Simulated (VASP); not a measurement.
# HgPt (P4/mmm) in VASP: notebook, part 4 of 4

VASP 6.6.1. Earlier steps stand in the parts before.

## Step 6: Electric field gradients, LDA (18.23 Å³/atom)

This run uses another cell than the first one, of 18.23 Å³/atom.

INCAR

```
  PREC = Accurate
  ENCUT = 400
  EDIFF = 1E-8
  ISMEAR = -1
  SIGMA = 0.05
  LREAL = False
  LASPH = True
  NELM = 120
  ALGO = Normal
  ISIF = 2
  LWAVE = False
  LCHARG = False
  GGA = CA
  LEFG = True
  NBANDS = 18
  GGA_COMPAT = False
```

KPOINTS

```
Automatic mesh
0
Gamma
  12 12 9
```

POSCAR

```
HgPt
1.0
    3.0236610000      0.0000000000      0.0000000000
    0.0000000000      3.0236610000      0.0000000000
    0.0000000000      0.0000000000      3.9876600000
Hg Pt
1 1
Direct
    0.0000000000      0.0000000000      0.0000000000
    0.5000000000      0.5000000000      0.5000000000
```

Potentials or basis: VASP PAW LDA potentials, release 64 (Hg, Pt).

On the command line:

```sh
$ cat potpaw_LDA.64/Hg/POTCAR potpaw_LDA.64/Pt/POTCAR > POTCAR
$ mpirun -np 1 vasp_std > vasp.out
```

OUTCAR:

```text
PREC = Accurate
   ENCUT = 400
   EDIFF = 1E-8
   ISMEAR = -1
   LREAL = False
   LASPH = True
   NELM = 120
   ISIF = 2
   GGA = CA

 ion  position               nearest neighbor table
   1  0.000  0.000  0.000-   2 2.92   2 2.92   2 2.92   2 2.92   2 2.92   2 2.92   2 2.92   2 2.92

   2  0.500  0.500  0.500-   1 2.92   1 2.92   1 2.92   1 2.92   1 2.92   1 2.92   1 2.92   1 2.92

  LATTYP: Found a simple tetragonal cell.
 ALAT       =     3.0236610000
 C/A-ratio  =     1.3188184787

  Lattice vectors:

 A1 = (   3.0236610000,   0.0000000000,   0.0000000000)
 A2 = (   0.0000000000,   3.0236610000,   0.0000000000)
 A3 = (   0.0000000000,   0.0000000000,   3.9876600000)

Analysis of symmetry for initial positions (statically):
=====================================================================
 Subroutine PRICEL returns:
 Original cell was already a primitive cell.

 Routine SETGRP: Setting up the symmetry group for a
 simple tetragonal supercell.

 Subroutine GETGRP returns: Found 16 space group operations
 (whereof 16 operations were pure point group operations)
 out of a pool of 16 trial point group operations.

The static configuration has the point symmetry D_4h.

Analysis of symmetry for dynamics (positions and initial velocities):
=====================================================================
 Subroutine PRICEL returns:
 Original cell was already a primitive cell.

 Routine SETGRP: Setting up the symmetry group for a
 simple tetragonal supercell.

 Subroutine GETGRP returns: Found 16 space group operations
 (whereof 16 operations were pure point group operations)
 out of a pool of 16 trial point group operations.

The dynamic configuration has the point symmetry D_4h.

 Subroutine INISYM returns: Found 16 space group operations
 (whereof 16 operations are pure point group operations),
 and found     1 'primitive' translations

----------------------------------------------------------------------------------------

                                     Primitive cell

  volume of cell :      36.4573

  direct lattice vectors                    reciprocal lattice vectors
     3.023661000  0.000000000  0.000000000     0.330724906  0.000000000  0.000000000
     0.000000000  3.023661000  0.000000000     0.000000000  0.330724906  0.000000000
     0.000000000  0.000000000  3.987660000     0.000000000  0.000000000  0.250773637

  length of vectors
     3.023661000  3.023661000  3.987660000     0.330724906  0.330724906  0.250773637

  position of ions in fractional coordinates (direct lattice)
     0.000000000  0.000000000  0.000000000
     0.500000000  0.500000000  0.500000000

  ion indices of the primitive-cell ions
   primitive index   ion index
                 1           1
                 2           2

----------------------------------------------------------------------------------------

 KPOINTS: Automatic mesh

Automatic generation of k-mesh.
 Grid dimensions read from file:
[... 72 lines left out ...]
   ISYM   =      2    0-nonsym 1-usesym 2-fastsym
   POTIM  = 0.5000    time-step for ionic-motion
   TEBEG  =    0.0;   TEEND  =   0.0 temperature during run
   PSTRESS=    0.0 pullay stress
   NELECT =      22.0000    total number of electrons
   NUPDOWN=      -1.0000    fix difference up-down
   EMIN   =  10.00;   EMAX   =-10.00  energy-range for DOS
   EFERMI =   0.00;   METHOD = LEGACY
   ISMEAR =    -1;   SIGMA  =   0.05  broadening in eV -4-tet -1-fermi 0-gaus
   EFERMI_NEDOS =   21; number of points for ismear=-14 and -15
   IALGO  =     38    algorithm
   IMIX   =      4    mixing-type and parameters
     AMIX     =   0.40;   BMIX     =  1.00
     AMIX_MAG =   1.60;   BMIX_MAG =  1.00
  volume/ion in A,a.u.               =      18.23       123.01
  Fermi-wavevector in a.u.,A,eV,Ry     =   1.383421  2.614286 26.039550  1.913853
  Thomas-Fermi vector in A             =   2.508020
   LORBIT       =      0    0 simple, 1 ext, 2 COOP (PROOUT), +10 PAW based schemes
   GGA     = CA    functional components
   LHFCALC =     F    Hartree Fock is set to
   AEXX    =    0.0000 exact exchange contribution
   IVDW    =     0    specifies the selected vdW correction
   LEPSILON=     F    determine dielectric tensor
   LRPA    =     F    only Hartree local field effects (RPA)
 non-spin polarized calculation
  energy-cutoff  :      400.00
  volume of cell :       36.46
 maximum number of plane-waves:       682
 NGX is ok and might be reduce to    20
   NGX =  9   NGY =  9   NGZ = 13

 number of electron      22.0000004 magnetization

 Free energy of the ion-electron system (eV)
  ---------------------------------------------------
  ext. energy  EPLUGINS =         0.00000000
  ---------------------------------------------------
  free energy    TOTEN  =        -8.43112252 eV

  energy without entropy =       -8.42537351  energy(sigma->0) =       -8.42824802

 E-fermi :   6.2368     XC(G=0): -12.6018

 val. band max:        6.2237478046   @ k =   0.4167   0.1667   0.4444
 cond. band min:       6.2451806062   @ k =   0.0833   0.0833   0.2222
 fundamental gap:      0.0214328016
 Fermi energy:         6.2368088846

 k-point     1 :       0.0000    0.0000    0.0000
  band No.  band energies     occupation
      1      -3.6377      2.00000
      2      -2.0416      2.00000
      3      -1.7971      2.00000
      4      -0.4886      2.00000
      5      -0.4886      2.00000
      6       0.0634      2.00000
[... 481 lines left out ...]
      5       0.0455      2.00000
      6       2.0629      2.00000
[... 10 lines left out ...]
     17      17.2478      0.00000
     18      17.3202      0.00000

 [... further k-points ...]

------------------------ aborting loop because EDIFF is reached ----------------------------------------

  FORCE on cell =-STRESS in cart. coord.  units (eV):
  Direction    XX          YY          ZZ          XY          YZ          ZX
  --------------------------------------------------------------------------------------
  -------------------------------------------------------------------------------------
  Total       -2.6381372     -2.6381372     -2.7683901      0.0000000     -0.0000000      0.0000000
  in kB     -115.9374219   -115.9374219   -121.6616077      0.0000000     -0.0000000      0.0000000
  external PRESSURE =    -117.8454838 kB  Pullay stress =       0.0000000 kB

 VOLUME and BASIS-vectors are now :
 -----------------------------------------------------------------------------
  energy-cutoff  :      400.00
  volume of cell :       36.46
      direct lattice vectors                 reciprocal lattice vectors
     3.023661000  0.000000000  0.000000000     0.330724906  0.000000000  0.000000000
     0.000000000  3.023661000  0.000000000     0.000000000  0.330724906  0.000000000
     0.000000000  0.000000000  3.987660000     0.000000000  0.000000000  0.250773637

 POSITION                                       TOTAL-FORCE (eV/Angst)
 -----------------------------------------------------------------------------------
      0.00000      0.00000      0.00000         0.000000      0.000000      0.000000
      1.51183      1.51183      1.99383         0.000000      0.000000      0.000000
 -----------------------------------------------------------------------------------
    total drift:                               -0.000000      0.000000      0.000000

  FREE ENERGIE OF THE ION-ELECTRON SYSTEM (eV)
  ---------------------------------------------------
  free  energy   TOTEN  =        -8.4311225155 eV

  energy  without entropy=       -8.4253735150  energy(sigma->0) =       -8.42824802

 Electric field gradients (V/A^2)
---------------------------------------------------------------------
 ion       V_xx      V_yy      V_zz      V_xy      V_xz      V_yz
---------------------------------------------------------------------
   1      47.888    47.888   -95.777     0.000     0.000    -0.000
   2     -46.935   -46.935    93.870     0.000     0.000    -0.000
---------------------------------------------------------------------

 Electric field gradients after diagonalization (V/A^2)
 (convention: |V_zz| > |V_xx| > |V_yy|)
----------------------------------------------------------------------
 ion       V_xx      V_yy      V_zz     asymmetry (V_yy - V_xx)/ V_zz
----------------------------------------------------------------------
   1      47.888    47.888   -95.777       0.000
   2     -46.935   -46.935    93.870       0.000
----------------------------------------------------------------------

           NMR quadrupolar parameters

 Cq : quadrupolar parameter    Cq=e*Q*V_zz/h
 eta: asymmetry parameters     (V_yy - V_xx)/ V_zz
 Q  : nuclear electric quadrupole moment in mb (millibarn)
----------------------------------------------------------------------
 ion       Cq(MHz)       eta       Q (mb)
----------------------------------------------------------------------
   1      -0.232       0.000       1.000
   2       0.227       0.000       1.000
----------------------------------------------------------------------
```

OSZICAR:

```text
N       E                     dE             d eps       ncg     rms          rms(c)
DAV:   1     0.119768143082E+03    0.11977E+03   -0.10071E+04  5264   0.970E+02
DAV:   2    -0.621920829578E+01   -0.12599E+03   -0.11960E+03  5350   0.258E+02
DAV:   3    -0.880651694472E+01   -0.25873E+01   -0.25771E+01  5810   0.403E+01
DAV:   4    -0.881580551911E+01   -0.92886E-02   -0.92874E-02  5526   0.227E+00
DAV:   5    -0.881589346079E+01   -0.87942E-04   -0.87941E-04  5610   0.247E-01    0.109E+01
DAV:   6    -0.848496394890E+01    0.33093E+00   -0.47788E-01  5866   0.984E+00    0.765E+00
DAV:   7    -0.843569896222E+01    0.49265E-01   -0.16365E-01  5622   0.343E+00    0.238E+00
DAV:   8    -0.843180922927E+01    0.38897E-02   -0.23651E-02  5424   0.132E+00    0.402E-01
DAV:   9    -0.843114782334E+01    0.66141E-03   -0.26306E-03  5276   0.576E-01    0.153E-01
DAV:  10    -0.843112807423E+01    0.19749E-04   -0.13269E-04  5504   0.972E-02    0.550E-02
DAV:  11    -0.843112258883E+01    0.54854E-05   -0.20801E-05  5424   0.372E-02    0.371E-03
DAV:  12    -0.843112251572E+01    0.73110E-07   -0.79135E-07  5580   0.921E-03    0.487E-03
DAV:  13    -0.843112251552E+01    0.20668E-09   -0.56603E-08  5626   0.283E-03
   1 F= -.84311225E+01 E0= -.84282480E+01  d E =-.574900E-02
```

Run time: 30 s. Hardware: 1 thread of AMD EPYC 9R45 (Zen 5), shared host; peak memory 0.14 GiB.

Results:

```yaml
Free_energy: -8.4311 eV
Pressure: -11.8 GPa
Band_gap_on_the_k_mesh: zero (bands 11 and 12 overlap by 3.30 eV)
Largest_electric_field_gradient_by_atom: Hg -95.8; Pt +93.9 V/Å²
```

Stress tensor (GPa, compression positive):
```
-11.59   0.00   0.00
  0.00 -11.59   0.00
  0.00   0.00 -12.17
```

Electric field gradients, principal values (V/Å²):
```
atom    least   middle  greatest (by size)
1 Hg   47.888   47.888             -95.777
2 Pt  -46.935  -46.935              93.870
```

Caveat: the cell stands under tension; without QUAD_EFG the Cq values of the log hold for a quadrupole moment of 1 mb, not for the nuclei; spin-orbit coupling is left out, which moves the levels of the heavy elements.

## Step 7: Summary

| cell | gap on the mesh (eV) | pressure (GPa) |
| --- | --- | --- |
| a = 2.685, b = 2.685, c = 3.541 Å, 2 atoms | none | 119.5 |
| a = 2.864, b = 2.864, c = 3.777 Å, 2 atoms | none | 21.8 |
| a = 2.919, b = 2.919, c = 3.850 Å, 2 atoms | none | 6.4 |
| a = 3.024, b = 3.024, c = 3.988 Å, 2 atoms | none | -11.8 |

Alike in all rows: task electric field gradients; level LDA; potentials or basis VASP PAW LDA potentials, release 64 (Hg, Pt); no spin polarisation; k mesh 12 × 12 × 9; cutoff (eV) 400; smearing fermi-dirac 0.05 eV.

Caveats: spin-orbit coupling is left out, which moves the levels of the heavy elements; the cell stands under pressure (at least some runs); the cell stands under tension (at least some runs).

Total energies depend on the potentials used, so only differences within one code and one set of settings carry meaning.
